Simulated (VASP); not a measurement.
# Ru in VASP: single point with PBEsol

Aim: the single point of Ru with PBEsol.

All numbers are computed with VASP 6.6.1; they aren't measurements. Logs are shortened: lines on timing, memory, paths and dates and some standing lists are left out, and cuts for length are marked.

## (1) The cell of the first run

The cell holds a molecule in a box, 1 atom: a = 15.000 Å, b = 15.500 Å, c = 16.000 Å, α = 90.00°, β = 90.00°, γ = 90.00°.

## (2) Single point, PBEsol, collinear spin, ferromagnetic start

File INCAR:

```
SYSTEM = Ru
PREC = Accurate ; ENCUT = 520
EDIFF = 1E-6 ; ISMEAR = 0
SIGMA = 0.005 ; LREAL = .FALSE.
LASPH = .TRUE. ; NELM = 150
ALGO = Normal ; ISIF = 2
LWAVE = .FALSE. ; LCHARG = .FALSE.
ISPIN = 2 ; MAGMOM = 4
LORBIT = 11 ; LMAXMIX = 4
GGA = PS ; NBANDS = 17
ISYM = 0
```

File KPOINTS:

```
regular mesh
0
G
  1 1 1
  0 0 0
```

File POSCAR:

```
Ru
1.0
   15.0000000000      0.0000000000      0.0000000000
    0.0000000000     15.5000000000      0.0000000000
    0.0000000000      0.0000000000     16.0000000000
Ru
1
Direct
    0.5000000000      0.5000000000      0.5000000000
```

Potentials or basis: VASP PAW PBE potentials, release 64 (Ru_pv).

Launch:

```bash
> cat potpaw_PBE.64/Ru_pv/POTCAR > POTCAR
> mpirun -np 1 vasp_gam > vasp.out
```

OUTCAR:

```text
SYSTEM = Ru
   PREC = Accurate
   ENCUT = 520
   EDIFF = 1E-6
   ISMEAR = 0
   LREAL = .FALSE.
   LASPH = .TRUE.
   NELM = 150
   ISIF = 2
   ISPIN = 2
   LORBIT = 11
   GGA = PS
   ISYM = 0

 ion  position               nearest neighbor table
   1  0.500  0.500  0.500-

IMPORTANT INFORMATION: All symmetrisations will be switched off!
NOSYMM: (Re-)initialisation of all symmetry stuff for point group C_1.

----------------------------------------------------------------------------------------

                                     Primitive cell

  volume of cell :    3720.0000

  direct lattice vectors                    reciprocal lattice vectors
    15.000000000  0.000000000  0.000000000     0.066666667  0.000000000  0.000000000
     0.000000000 15.500000000  0.000000000     0.000000000  0.064516129  0.000000000
     0.000000000  0.000000000 16.000000000     0.000000000  0.000000000  0.062500000

  length of vectors
    15.000000000 15.500000000 16.000000000     0.066666667  0.064516129  0.062500000

  position of ions in fractional coordinates (direct lattice)
     0.500000000  0.500000000  0.500000000

  ion indices of the primitive-cell ions
   primitive index   ion index
                 1           1

----------------------------------------------------------------------------------------

 KPOINTS: regular mesh

Automatic generation of k-mesh.
 Grid dimensions read from file:
 generate k-points for:    1    1    1

 Generating k-lattice:

  Cartesian coordinates                     Fractional coordinates (reciprocal lattice)
     0.066666667  0.000000000  0.000000000     1.000000000  0.000000000  0.000000000
     0.000000000  0.064516129  0.000000000     0.000000000  1.000000000  0.000000000
     0.000000000  0.000000000  0.062500000     0.000000000  0.000000000  1.000000000

  Length of vectors
     0.066666667  0.064516129  0.062500000

  Shift w.r.t. Gamma in fractional coordinates (k-lattice)
     0.000000000  0.000000000  0.000000000

 Subroutine IBZKPT returns following result:
 ===========================================

 Found      1 irreducible k-points:

 Following reciprocal coordinates:
            Coordinates               Weight
  0.000000  0.000000  0.000000      1.000000
   k-points           NKPTS =      1   k-points in BZ     NKDIM =      1   number of bands    NBANDS=     17
   number of dos      NEDOS =    301   number of ions     NIONS =      1
   total plane-waves  NPLWV = ******
   dimension x,y,z NGX =   112 NGY =  120 NGZ =  120
   dimension x,y,z NGXF=   224 NGYF=  240 NGZF=  240
   ions per type =               1
   NGX,Y,Z   is equivalent  to a cutoff of  12.41, 12.87, 12.47 a.u.
   NGXF,Y,Z  is equivalent  to a cutoff of  24.83, 25.74, 24.94 a.u.
 SYSTEM =  Ru
   PREC   = accura    normal or accurate (medium, high low for compatibility)
   ISTART =      0    job   : 0-new  1-cont  2-samecut
   ICHARG =      2    charge: 1-file 2-atom 10-const
   ISPIN  =      2    spin polarized calculation?
   LNONCOLLINEAR =      F non collinear calculations
   LSORBIT =      F    spin-orbit coupling
   LASPH  =      T    aspherical Exc in radial PAW
   ENCUT  =  520.0 eV  38.22 Ry    6.18 a.u.  27.89 28.82 29.75*2*pi/ulx,y,z
   NELM   =    150;   NELMIN=  2; NELMDL= -5     # of ELM steps
   EDIFF  = 0.1E-05   stopping-criterion for ELM
   LREAL  =      F    real-space projection
   EDIFFG = 0.1E-04   stopping-criterion for IOM
   NSW    =      0    number of steps for IOM
   IBRION =     -1    ionic relax: 0-MD 1-quasi-New 2-CG
   NFREE  =      0    steps in history (QN), initial steepest desc. (CG)
   ISIF   =      2    stress and relaxation
   ISYM   =      0    0-nonsym 1-usesym 2-fastsym
   POTIM  = 0.5000    time-step for ionic-motion
   TEBEG  =    0.0;   TEEND  =   0.0 temperature during run
   PSTRESS=    0.0 pullay stress
   NELECT =      14.0000    total number of electrons
   NUPDOWN=      -1.0000    fix difference up-down
   EMIN   =  10.00;   EMAX   =-10.00  energy-range for DOS
   EFERMI =   0.00;   METHOD = LEGACY
   ISMEAR =     0;   SIGMA  =   0.01  broadening in eV -4-tet -1-fermi 0-gaus
   EFERMI_NEDOS =   21; number of points for ismear=-14 and -15
   IALGO  =     38    algorithm
   IMIX   =      4    mixing-type and parameters
     AMIX     =   0.40;   BMIX     =  1.00
     AMIX_MAG =   1.60;   BMIX_MAG =  1.00
  volume/ion in A,a.u.               =    3720.00     25103.80
  Fermi-wavevector in a.u.,A,eV,Ry     =   0.254646  0.481211  0.882263  0.064844
  Thomas-Fermi vector in A             =   1.076024
   LORBIT       =     11    0 simple, 1 ext, 2 COOP (PROOUT), +10 PAW based schemes
   GGA     = PS    functional components
   LHFCALC =     F    Hartree Fock is set to
   AEXX    =    0.0000 exact exchange contribution
   IVDW    =     0    specifies the selected vdW correction
   LEPSILON=     F    determine dielectric tensor
   LRPA    =     F    only Hartree local field effects (RPA)
 spin polarized calculation
 Gauss-broadening in eV      SIGMA  =   0.01
  energy-cutoff  :      520.00
  volume of cell :     3720.00
 maximum number of plane-waves:     50071
 NGX is ok and might be reduce to   112
   NGX = 55   NGY = 57   NGZ = 59

 number of electron      14.0000000 magnetization       4.0000001

 Free energy of the ion-electron system (eV)
  ---------------------------------------------------
  ext. energy  EPLUGINS =         0.00000000
  ---------------------------------------------------
  free energy    TOTEN  =        -2.39827877 eV

  energy without entropy =       -2.39827877  energy(sigma->0) =       -2.39827877

 E-fermi :  -4.0614     XC(G=0):  -0.2696

 val. band max:       -4.0894403837   @ k =   0.0000   0.0000   0.0000
 cond. band min:      -3.4053665268   @ k =   0.0000   0.0000   0.0000
 fundamental gap:      0.6840738569
 Fermi energy:        -4.0613989493

 spin component 1

 k-point     1 :       0.0000    0.0000    0.0000
  band No.  band energies     occupation
      1     -46.9683      1.00000
      2     -46.9679      1.00000
      3     -46.9677      1.00000
      4      -6.1779      1.00000
      5      -6.1778      1.00000
      6      -6.1777      1.00000
[... 9 lines left out ...]
     16       0.6121      0.00000
     17       0.6298      0.00000
 Fermi energy:        -4.0613989493

 spin component 2

 k-point     1 :       0.0000    0.0000    0.0000
  band No.  band energies     occupation
      1     -44.9435      1.00000
      2     -44.9433      1.00000
      3     -44.9430      1.00000
      4      -4.0896      1.00000
      5      -4.0894      1.00000
      6      -3.4054      0.00000
[... 9 lines left out ...]
     16       0.7847      0.00000
     17       0.8211      0.00000

------------------------ aborting loop because EDIFF is reached ----------------------------------------

  FORCE on cell =-STRESS in cart. coord.  units (eV):
  Direction    XX          YY          ZZ          XY          YZ          ZX
  --------------------------------------------------------------------------------------
  -------------------------------------------------------------------------------------
  Total       -0.0115153     -0.0140548     -0.0115734     -0.0000852      0.0017486      0.0007631
  in kB       -0.0049595     -0.0060533     -0.0049846     -0.0000367      0.0007531      0.0003287
  external PRESSURE =      -0.0053325 kB  Pullay stress =       0.0000000 kB

 VOLUME and BASIS-vectors are now :
 -----------------------------------------------------------------------------
  energy-cutoff  :      520.00
  volume of cell :     3720.00
      direct lattice vectors                 reciprocal lattice vectors
    15.000000000  0.000000000  0.000000000     0.066666667  0.000000000  0.000000000
     0.000000000 15.500000000  0.000000000     0.000000000  0.064516129  0.000000000
     0.000000000  0.000000000 16.000000000     0.000000000  0.000000000  0.062500000

 POSITION                                       TOTAL-FORCE (eV/Angst)
 -----------------------------------------------------------------------------------
      7.50000      7.75000      8.00000        -0.000000      0.000000     -0.000000
 -----------------------------------------------------------------------------------
    total drift:                               -0.000000      0.000000     -0.000000

  FREE ENERGIE OF THE ION-ELECTRON SYSTEM (eV)
  ---------------------------------------------------
  free  energy   TOTEN  =        -2.3982787659 eV

  energy  without entropy=       -2.3982787659  energy(sigma->0) =       -2.39827877

 total charge

# of ion       s       p       d       tot
------------------------------------------
    1        0.278   5.961   5.994  12.233

 magnetization (x)

# of ion       s       p       d       tot
------------------------------------------
    1        0.278   0.004   2.604   2.886
```

Run time: 6.7 min. Hardware: 1 thread of Intel Xeon 6975P-C (Granite Rapids), shared host; peak memory 3.4 GiB.

What came out:

```yaml
Free_energy: -2.3983 eV
Gap_between_the_frontier_levels: 0.68 eV
Net_moment: 4.00 μB per cell
Site_moments: Ru +2.89 μB
Valence_electrons_inside_the_program's_atomic_spheres: Ru 12.23
```

Levels at points of the mesh, in eV from the valence-band top:
Spin up:
```tsv
k point	band 7	band 8	band 9	band 10	band 11	band 12
(0.00, 0.00, 0.00)	-1.36	-1.36	-0.63	3.02	3.02	3.02
```
Spin down:
| k point | band 1 | band 2 | band 3 | band 4 | band 5 | band 6 | band 7 | band 8 | band 9 | band 10 |
| --- | --- | --- | --- | --- | --- | --- | --- | --- | --- | --- |
| (0.00, 0.00, 0.00) | -40.85 | -40.85 | -40.85 | 0.00 | 0.00 | 0.68 | 0.68 | 0.68 | 0.98 | 4.00 |

Caveat: the PAW data sets were made with another functional, which shifts forces and pressure a little.
